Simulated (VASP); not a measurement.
Here is a VASP 6.6.1 calculation.

INCAR

```
ALGO = Normal
EDIFF = 1E-7
ENCUT = 520
GGA = PE
ISIF = 2
ISMEAR = -1
LASPH = T
LCHARG = F
LREAL = F
LWAVE = F
NBANDS = 28
NELM = 100
PREC = Accurate
SIGMA = 0.1
```

File KPOINTS:

```
k-points
0
Gamma
  4 4 4
```

The input POSCAR:

```
NaLa3
1.0
    5.2598714395      0.0000000000      0.0000000000
    0.0000000000      5.2598714395      0.0000000000
    0.0000000000      0.0000000000      5.2598714395
Na La
1 3
Direct
    0.0000000000      0.0000000000      0.0000000000
    0.5000000000      0.0000000000      0.5000000000
    0.0000000000      0.5000000000      0.5000000000
    0.5000000000      0.5000000000      0.0000000000
```

Potentials or basis: VASP PAW PBE potentials, release 64 (Na_pv, La).

Launch:

```bash
$ cat potpaw_PBE.64/Na_pv/POTCAR potpaw_PBE.64/La/POTCAR > POTCAR
$ mpirun -np 1 vasp_std > vasp.out
```

(1) Predict the band gap on the k mesh.

(2) Estimate the pressure.

## Answers

(1) zero (bands 20 and 21 overlap by 1.89 eV).

(2) 0.1 GPa.

Caveat: spin-orbit coupling is left out, which moves the levels of the heavy elements.
